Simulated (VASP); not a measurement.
# Ir (P-1) in VASP: settings compared

Aim: see how the results for Ir move with the level of theory and the settings. Levels: r2SCAN+D3(BJ), r2SCAN. Tasks: single point.

Program: VASP 6.6.1. These are calculated values, not measurements. Logs are shortened: lines on timing, memory, paths and dates and some standing lists are left out, and cuts for length are marked.

### 1 The cell of the first run

The typed cell holds 1 atom: a = 2.714 Å, b = 2.712 Å, c = 2.720 Å, α = 59.93°, β = 59.99°, γ = 59.94°.

### 2 Single point, r2SCAN+D3(BJ)

The input, POSCAR:

```
Ir
1.0
    0.0016371508      1.9198529306      1.9185805564
    1.9189185344      0.0035153776      1.9167564603
    1.9237261172      1.9229034722     -0.0011969955
Ir
1
Direct
    0.0000000000      0.0000000000      0.0000000000
```

The input, INCAR.step1:

```
SYSTEM = Ir
  ALGO = Normal
  EDIFF = 1E-4
  ENCUT = 520
  GGA = PE
  ISMEAR = -1
  LASPH = .TRUE.
  LCHARG = .FALSE.
  LREAL = .FALSE.
  LWAVE = .TRUE.
  NBANDS = 10
  NELM = 60
  PREC = Accurate
  SIGMA = 0.05
```

The input, INCAR.step2:

```
SYSTEM = Ir
  ALGO = Normal
  EDIFF = 1E-6
  ENCUT = 520
  ISIF = 2
  ISMEAR = -1
  ISTART = 1
  IVDW = 12
  LASPH = .TRUE.
  LCHARG = .TRUE.
  LELF = .TRUE.
  LMIXTAU = .TRUE.
  LREAL = .FALSE.
  LVHAR = .TRUE.
  LWAVE = .FALSE.
  METAGGA = R2SCAN
  NBANDS = 10
  NELM = 60
  PREC = Accurate
  SIGMA = 0.05
  VDW_A1 = 0.49484001
  VDW_A2 = 5.73083694
  VDW_S6 = 1.0
  VDW_S8 = 0.78981345
```

The input, KPOINTS:

```
k-points
0
G
  12 13 11
  0 0 0
```

Potentials or basis: VASP PAW PBE potentials, release 64 (Ir).

Command:

```bash
$ cat potpaw_PBE.64/Ir/POTCAR > POTCAR
$ cp INCAR.step1 INCAR
$ mpirun -np 1 vasp_std > vasp.out
$ cp INCAR.step2 INCAR
$ mpirun -np 1 vasp_std > vasp.out
```

OUTCAR:

```text
SYSTEM = Ir
   EDIFF = 1E-6
   ENCUT = 520
   ISIF = 2
   ISMEAR = -1
   ISTART = 1
   IVDW = 12
   LASPH = .TRUE.
   LREAL = .FALSE.
   METAGGA = R2SCAN
   NELM = 60
   PREC = Accurate
 IVDW          = 12

 ion  position               nearest neighbor table
   1  0.000  0.000  0.000-

  LATTYP: Found a triclinic cell.
 ALAT       =     4.6949211330
 B/A-ratio  =     0.5773853417
 C/A-ratio  =     0.5793448103
 COS(alpha) =     0.0004603555
 COS(beta)  =     0.2896874966
 COS(gamma) =     0.8656626212

  Lattice vectors:

 A1 = (   3.8361999180,  -1.9128221754,   1.9149323642)
 A2 = (   1.9172813836,  -1.9163375530,  -0.0018240961)
 A3 = (   1.9237261172,   1.9229034722,  -0.0011969955)

Analysis of symmetry for initial positions (statically):
=====================================================================
 Subroutine PRICEL returns:
 Original cell was already a primitive cell.

 Routine SETGRP: Setting up the symmetry group for a
 triclinic supercell.

 Subroutine GETGRP returns: Found  2 space group operations
 (whereof  2 operations were pure point group operations)
 out of a pool of  2 trial point group operations.

The static configuration has the point symmetry S_2 .

Analysis of symmetry for dynamics (positions and initial velocities):
=====================================================================
 Subroutine PRICEL returns:
 Original cell was already a primitive cell.

 Routine SETGRP: Setting up the symmetry group for a
 triclinic supercell.

 Subroutine GETGRP returns: Found  2 space group operations
 (whereof  2 operations were pure point group operations)
 out of a pool of  2 trial point group operations.

The dynamic configuration has the point symmetry S_2 .

 Subroutine INISYM returns: Found  2 space group operations
 (whereof  2 operations are pure point group operations),
 and found     1 'primitive' translations

----------------------------------------------------------------------------------------

                                     Primitive cell

  volume of cell :      14.1439

  direct lattice vectors                    reciprocal lattice vectors
     0.001637151  1.919852931  1.918580556    -0.260589467  0.260863052  0.260404979
     1.918918534  0.003515378  1.916756460     0.260999639 -0.260948890  0.260899233
     1.923726117  1.922903472 -0.001196995     0.259698912  0.260074750 -0.260468832

  length of vectors
     2.714182991  2.712234508  2.719978193     0.451405755  0.451977371  0.450473543

  position of ions in fractional coordinates (direct lattice)
     0.000000000  0.000000000  0.000000000

  ion indices of the primitive-cell ions
   primitive index   ion index
                 1           1

----------------------------------------------------------------------------------------

 KPOINTS: k-points

Automatic generation of k-mesh.
 Grid dimensions read from file:
 generate k-points for:   12   13   11

 Generating k-lattice:

  Cartesian coordinates                     Fractional coordinates (reciprocal lattice)
    -0.021715789  0.021738588  0.021700415     0.083333333  0.000000000  0.000000000
     0.020076895 -0.020072992  0.020069172    -0.000000000  0.076923077 -0.000000000
     0.023608992  0.023643159 -0.023678985    -0.000000000  0.000000000  0.090909091

  Length of vectors
     0.037617146  0.034767490  0.040952140

  Shift w.r.t. Gamma in fractional coordinates (k-lattice)
     0.000000000  0.000000000  0.000000000

 Subroutine IBZKPT returns following result:
 ===========================================

 Found    859 irreducible k-points:

 Following reciprocal coordinates:
            Coordinates               Weight
  0.000000  0.000000  0.000000      1.000000
  0.083333 -0.000000 -0.000000      2.000000
  0.166667  0.000000 -0.000000      2.000000
  0.250000 -0.000000 -0.000000      2.000000
  0.333333 -0.000000  0.000000      2.000000
  0.416667 -0.000000 -0.000000      2.000000
[... 16 lines left out ...]
  0.250000  0.153846 -0.000000      2.000000
  0.333333  0.153846  0.000000      2.000000
 [... further k-points ...]
   k-points           NKPTS =    859   k-points in BZ     NKDIM =    859   number of bands    NBANDS=     10
   number of dos      NEDOS =    301   number of ions     NIONS =      1
   total plane-waves  NPLWV =   8000
   dimension x,y,z NGX =    20 NGY =   20 NGZ =   20
   dimension x,y,z NGXF=    40 NGYF=   40 NGZF=   40
   ions per type =               1
   NGX,Y,Z   is equivalent  to a cutoff of  12.25, 12.26, 12.22 a.u.
   NGXF,Y,Z  is equivalent  to a cutoff of  24.50, 24.52, 24.45 a.u.
 SYSTEM =  Ir
   PREC   = accura    normal or accurate (medium, high low for compatibility)
   ISTART =      1    job   : 0-new  1-cont  2-samecut
   ICHARG =      0    charge: 1-file 2-atom 10-const
   ISPIN  =      1    spin polarized calculation?
   LNONCOLLINEAR =      F non collinear calculations
   LSORBIT =      F    spin-orbit coupling
   LASPH  =      T    aspherical Exc in radial PAW
   ENCUT  =  520.0 eV  38.22 Ry    6.18 a.u.   5.05  5.04  5.06*2*pi/ulx,y,z
   NELM   =     60;   NELMIN=  2; NELMDL=  0     # of ELM steps
   EDIFF  = 0.1E-05   stopping-criterion for ELM
   LREAL  =      F    real-space projection
   EDIFFG = 0.1E-04   stopping-criterion for IOM
   NSW    =      0    number of steps for IOM
   IBRION =     -1    ionic relax: 0-MD 1-quasi-New 2-CG
   NFREE  =      0    steps in history (QN), initial steepest desc. (CG)
   ISIF   =      2    stress and relaxation
   ISYM   =      2    0-nonsym 1-usesym 2-fastsym
   POTIM  = 0.5000    time-step for ionic-motion
   TEBEG  =    0.0;   TEEND  =   0.0 temperature during run
   PSTRESS=    0.0 pullay stress
   NELECT =       9.0000    total number of electrons
   NUPDOWN=      -1.0000    fix difference up-down
   EMIN   =  10.00;   EMAX   =-10.00  energy-range for DOS
   EFERMI =   0.00;   METHOD = LEGACY
   ISMEAR =    -1;   SIGMA  =   0.05  broadening in eV -4-tet -1-fermi 0-gaus
   EFERMI_NEDOS =   21; number of points for ismear=-14 and -15
   IALGO  =     38    algorithm
   IMIX   =      4    mixing-type and parameters
     AMIX     =   0.40;   BMIX     =  1.00
     AMIX_MAG =   1.60;   BMIX_MAG =  1.00
  volume/ion in A,a.u.               =      14.14        95.45
  Fermi-wavevector in a.u.,A,eV,Ry     =   1.408098  2.660920 26.976828  1.982741
  Thomas-Fermi vector in A             =   2.530291
   LORBIT       =      0    0 simple, 1 ext, 2 COOP (PROOUT), +10 PAW based schemes
   METAGGA = R2SCAN    functional components
   LHFCALC =     F    Hartree Fock is set to
   AEXX    =    0.0000 exact exchange contribution
   IVDW    =    12    specifies the selected vdW correction
   LEPSILON=     F    determine dielectric tensor
   LRPA    =     F    only Hartree local field effects (RPA)
 non-spin polarized calculation
  energy-cutoff  :      520.00
  volume of cell :       14.14
 maximum number of plane-waves:       392
   NGX =  9   NGY =  9   NGZ = 11

 number of electron       9.0000000 magnetization

 Free energy of the ion-electron system (eV)
  ---------------------------------------------------
  ext. energy  EPLUGINS =         0.00000000
  ---------------------------------------------------
  free energy    TOTEN  =       -52.36510936 eV

  energy without entropy =      -52.35714114  energy(sigma->0) =      -52.36112525

 E-fermi :  10.1716     XC(G=0): -15.3302

 val. band max:       10.1678539618   @ k =   0.0833   0.2308   0.4545
 cond. band min:      10.1726309729   @ k =   0.0833   0.4615   0.1818
 fundamental gap:      0.0047770112
 Fermi energy:        10.1715765340

 k-point     1 :       0.0000    0.0000    0.0000
  band No.  band energies     occupation
      1      -1.3511      2.00000
      2       6.1502      2.00000
      3       6.1825      2.00000
      4       6.2036      2.00000
      5       8.8827      2.00000
      6       8.9019      2.00000
      7      25.2824      0.00000
      8      31.0732      0.00000
      9      31.1597      0.00000
     10      31.2145      0.00000

 k-point     2 :       0.0833   -0.0000   -0.0000
  band No.  band energies     occupation
      1      -1.0304      2.00000
      2       6.0171      2.00000
      3       6.2856      2.00000
      4       6.3384      2.00000
      5       8.7997      2.00000
      6       8.8175      2.00000
      7      25.8240      0.00000
      8      29.7070      0.00000
      9      31.5978      0.00000
     10      31.7195      0.00000

 k-point     3 :       0.1667    0.0000   -0.0000
  band No.  band energies     occupation
      1      -0.1513      2.00000
      2       5.6789      2.00000
      3       6.5525      2.00000
      4       6.6169      2.00000
      5       8.7280      2.00000
      6       8.7402      2.00000
      7      26.9978      0.00000
      8      27.4038      0.00000
      9      33.0466      0.00000
     10      33.1557      0.00000

 k-point     4 :       0.2500   -0.0000   -0.0000
  band No.  band energies     occupation
      1       0.9522      2.00000
      2       5.6484      2.00000
      3       6.5824      2.00000
      4       6.6557      2.00000
      5       9.1023      2.00000
      6       9.1097      2.00000
      7      24.8048      0.00000
      8      27.7688      0.00000
      9      34.9566      0.00000
     10      35.0437      0.00000
[... 222 lines left out ...]
 k-point    22 :       0.1667    0.1538   -0.0000
  band No.  band energies     occupation
      1       0.1584      2.00000
      2       5.1294      2.00000
      3       7.0380      2.00000
      4       7.0738      2.00000
      5       7.7357      2.00000
      6       9.3319      2.00000
      7      27.8043      0.00000
      8      29.2084      0.00000
      9      31.1081      0.00000
     10      31.2770      0.00000

 k-point    23 :       0.2500    0.1538   -0.0000
  band No.  band energies     occupation
      1       1.1115      2.00000
      2       4.7400      2.00000
      3       6.8188      2.00000
      4       7.3699      2.00000
      5       8.1957      2.00000
      6       9.6647      1.99992
      7      27.2993      0.00000
      8      28.9826      0.00000
      9      30.9184      0.00000
     10      31.8430      0.00000

 k-point    24 :       0.3333    0.1538    0.0000
  band No.  band energies     occupation
      1       2.1027      2.00000
      2       4.7580      2.00000
      3       6.2081      2.00000
      4       7.3364      2.00000
      5       9.5448      1.99999
      6      10.3260      0.08725
      7      24.4483      0.00000
      8      28.4428      0.00000
      9      30.3955      0.00000
     10      32.2489      0.00000

 [... further k-points ...]

------------------------ aborting loop because EDIFF is reached ----------------------------------------

 Edisp (eV)   -0.34594

 E8    (eV) :    -0.1285

  FORCE on cell =-STRESS in cart. coord.  units (eV):
  Direction    XX          YY          ZZ          XY          YZ          ZX
  --------------------------------------------------------------------------------------
  -------------------------------------------------------------------------------------
  Total       0.02253     0.02334     0.02272    -0.00160     0.00005     0.00076
  in kB       2.55262     2.64437     2.57369    -0.18138     0.00577     0.08598
  external pressure =        2.59 kB  Pullay stress =        0.00 kB

 VOLUME and BASIS-vectors are now :
 -----------------------------------------------------------------------------
  energy-cutoff  :      520.00
  volume of cell :       14.14
      direct lattice vectors                 reciprocal lattice vectors
     0.001637151  1.919852931  1.918580556    -0.260589467  0.260863052  0.260404979
     1.918918534  0.003515378  1.916756460     0.260999639 -0.260948890  0.260899233
     1.923726117  1.922903472 -0.001196995     0.259698912  0.260074750 -0.260468832

 POSITION                                       TOTAL-FORCE (eV/Angst)
 -----------------------------------------------------------------------------------
      0.00000      0.00000      0.00000         0.000000      0.000000     -0.000000
 -----------------------------------------------------------------------------------
    total drift:                               -0.000000     -0.000000     -0.000000

  FREE ENERGIE OF THE ION-ELECTRON SYSTEM (eV)
  ---------------------------------------------------
  free  energy   TOTEN  =       -52.7110536906 eV

  energy  without entropy=      -52.7030854789  energy(sigma->0) =      -52.70706958
```

Run time: 4.3 min. Hardware: 1 thread of AMD EPYC 9R45 (Zen 5), shared host; peak memory 0.21 GiB.

What came out:

```
Free energy                : -52.7111 eV
Pressure                   : 0.3 GPa
Band gap on the k mesh     : zero (an odd number of electrons rules out a gap without spin polarisation)
Dispersion energy per atom : -0.346 eV
```

Levels at points of the mesh, in eV from the Fermi level:
```csv
k point,band 2,band 3,band 4,band 5,band 6,band 7
"(0.00, 0.00, 0.00)",-4.02,-3.99,-3.97,-1.29,-1.27,15.11
"(0.50, 0.00, 0.00)",-4.19,-4.11,-0.69,0.93,0.96,7.69
```

Caveat: three body term missing; the PAW data sets were made with another functional, which shifts forces and pressure a little; spin-orbit coupling is left out, which moves the levels of the heavy elements.

### 3 Single point, r2SCAN

This run uses another cell than the first one, of 14.21 Å³/atom.

The input, POSCAR:

```
Ir
1.0
    0.0016597496      1.9226566273      1.9213825906
    1.9216934819      0.0035407958      1.9195579565
    1.9265181020      1.9257282905     -0.0011905574
Ir
1
Direct
    0.0000000000      0.0000000000      0.0000000000
```

The input, INCAR.step1:

```
SYSTEM = Ir
PREC = Accurate ; ENCUT = 520
ISMEAR = -1 ; SIGMA = 0.05
LREAL = .False. ; LASPH = .True.
NELM = 60 ; NBANDS = 10
GGA = PE ; ALGO = Normal
EDIFF = 1E-4 ; LWAVE = .True.
LCHARG = .False.
```

The input, INCAR.step2:

```
SYSTEM = Ir
PREC = Accurate ; ENCUT = 520
EDIFF = 1E-6 ; ISMEAR = -1
SIGMA = 0.05 ; LREAL = .False.
LASPH = .True. ; NELM = 60
ALGO = Normal ; ISIF = 2
LWAVE = .False. ; LCHARG = .False.
METAGGA = R2SCAN ; LMIXTAU = .True.
NBANDS = 10 ; ISTART = 1
```

The input, KPOINTS:

```
Automatic mesh
0
Gamma
  12 13 11
  0 0 0
```

Potentials or basis: VASP PAW PBE potentials, release 64 (Ir).

Command:

```bash
$ cat potpaw_PBE.64/Ir/POTCAR > POTCAR
$ cp INCAR.step1 INCAR
$ mpirun -np 1 vasp_std > vasp.out
$ cp INCAR.step2 INCAR
$ mpirun -np 1 vasp_std > vasp.out
```

OUTCAR:

```text
SYSTEM = Ir
   PREC = Accurate
   ENCUT = 520
   EDIFF = 1E-6
   ISMEAR = -1
   LREAL = .False.
   LASPH = .True.
   NELM = 60
   ISIF = 2
   METAGGA = R2SCAN
   ISTART = 1

 ion  position               nearest neighbor table
   1  0.000  0.000  0.000-

  LATTYP: Found a triclinic cell.
 ALAT       =     4.7017014794
 B/A-ratio  =     0.5773844625
 C/A-ratio  =     0.5793540650
 COS(alpha) =     0.0004444094
 COS(beta)  =     0.2896805757
 COS(gamma) =     0.8656574880

  Lattice vectors:

 A1 = (   3.8417272142,  -1.9155750357,   1.9177333224)
 A2 = (   1.9200337323,  -1.9191158315,  -0.0018246341)
 A3 = (   1.9265181020,   1.9257282905,  -0.0011905574)

Analysis of symmetry for initial positions (statically):
=====================================================================
 Subroutine PRICEL returns:
 Original cell was already a primitive cell.

 Routine SETGRP: Setting up the symmetry group for a
 triclinic supercell.

 Subroutine GETGRP returns: Found  2 space group operations
 (whereof  2 operations were pure point group operations)
 out of a pool of  2 trial point group operations.

The static configuration has the point symmetry S_2 .
[... 164 lines left out ...]

 k-point     1 :       0.0000    0.0000    0.0000
  band No.  band energies     occupation
      1      -1.3785      2.00000
      2       6.1012      2.00000
      3       6.1334      2.00000
      4       6.1545      2.00000
      5       8.8143      2.00000
      6       8.8332      2.00000
      7      25.2159      0.00000
      8      30.9796      0.00000
      9      31.0657      0.00000
     10      31.1209      0.00000
[... 287 lines left out ...]
 k-point    24 :       0.3333    0.1538    0.0000
  band No.  band energies     occupation
      1       2.0653      2.00000
      2       4.7171      2.00000
      3       6.1597      2.00000
      4       7.2800      2.00000
      5       9.4735      1.99999
      6      10.2479      0.09060
      7      24.3340      0.00000
      8      28.3429      0.00000
      9      30.2634      0.00000
     10      32.1272      0.00000

 [... further k-points ...]

------------------------ aborting loop because EDIFF is reached ----------------------------------------

  FORCE on cell =-STRESS in cart. coord.  units (eV):
  Direction    XX          YY          ZZ          XY          YZ          ZX
  --------------------------------------------------------------------------------------
  -------------------------------------------------------------------------------------
  Total        0.2207852      0.2213463      0.2205870     -0.0015697      0.0000513      0.0005896
  in kB       24.9011648     24.9644483     24.8788088     -0.1770419      0.0057858      0.0664925
  external PRESSURE =      24.9148073 kB  Pullay stress =       0.0000000 kB

 VOLUME and BASIS-vectors are now :
 -----------------------------------------------------------------------------
  energy-cutoff  :      520.00
  volume of cell :       14.21
      direct lattice vectors                 reciprocal lattice vectors
     0.001659750  1.922656627  1.921382591    -0.260217061  0.260484544  0.260026068
     1.921693482  0.003540796  1.919557957     0.260625249 -0.260571078  0.260518723
     1.926518102  1.925728290 -0.001190557     0.259322792  0.259694110 -0.260090320

 POSITION                                       TOTAL-FORCE (eV/Angst)
 -----------------------------------------------------------------------------------
      0.00000      0.00000      0.00000         0.000000      0.000000     -0.000000
 -----------------------------------------------------------------------------------
    total drift:                               -0.000000     -0.000000     -0.000000

  FREE ENERGIE OF THE ION-ELECTRON SYSTEM (eV)
  ---------------------------------------------------
  free  energy   TOTEN  =       -52.3664135082 eV

  energy  without entropy=      -52.3583886960  energy(sigma->0) =      -52.36240110
```

OSZICAR.step1:

```text
N       E                     dE             d eps       ncg     rms          rms(c)
DAV:   1     0.477439349104E+02    0.47744E+02   -0.43889E+03 17396   0.822E+02
DAV:   2    -0.849884557920E+01   -0.56243E+02   -0.53382E+02 17556   0.196E+02
DAV:   3    -0.939206456284E+01   -0.89322E+00   -0.88909E+00 19992   0.299E+01
DAV:   4    -0.940023555402E+01   -0.81710E-02   -0.81696E-02 19402   0.265E+00
DAV:   5    -0.940039841654E+01   -0.16286E-03   -0.16286E-03 19654   0.361E-01    0.151E+01
DAV:   6    -0.893627645621E+01    0.46412E+00   -0.80470E-01 19212   0.110E+01    0.619E+00
DAV:   7    -0.884926127239E+01    0.87015E-01   -0.26686E-01 20286   0.585E+00    0.147E+00
DAV:   8    -0.884688196962E+01    0.23793E-02   -0.20985E-03 18512   0.475E-01    0.113E+00
DAV:   9    -0.884313333752E+01    0.37486E-02   -0.24137E-03 19342   0.687E-01    0.204E-02
DAV:  10    -0.884313673470E+01   -0.33972E-05   -0.12988E-05  9642   0.379E-02
   1 F= -.88431367E+01 E0= -.88389195E+01  d E =-.843455E-02
```

Run time: 3.9 min. Hardware: 1 thread of AMD EPYC 9R45 (Zen 5), shared host; peak memory 0.21 GiB.

Results:

| Quantity | Value |
| --- | --- |
| Free energy | -52.3664 eV |
| Pressure | 2.5 GPa |
| Band gap on the k mesh | zero (an odd number of electrons rules out a gap without spin polarisation) |

Levels at points of the mesh, in eV from the Fermi level:
| k point | band 1 | band 2 | band 3 | band 4 | band 5 | band 6 | band 7 | band 8 | band 9 |
| --- | --- | --- | --- | --- | --- | --- | --- | --- | --- |
| (0.00, 0.00, 0.00) | -11.47 | -3.99 | -3.96 | -3.94 | -1.28 | -1.26 | 15.12 | 20.88 | 20.97 |
| (0.50, 0.00, 0.00) | -8.36 | -4.16 | -4.08 | -0.68 | 0.93 | 0.95 | 7.64 | 14.74 | 20.74 |

Caveat: the PAW data sets were made with another functional, which shifts forces and pressure a little; spin-orbit coupling is left out, which moves the levels of the heavy elements.
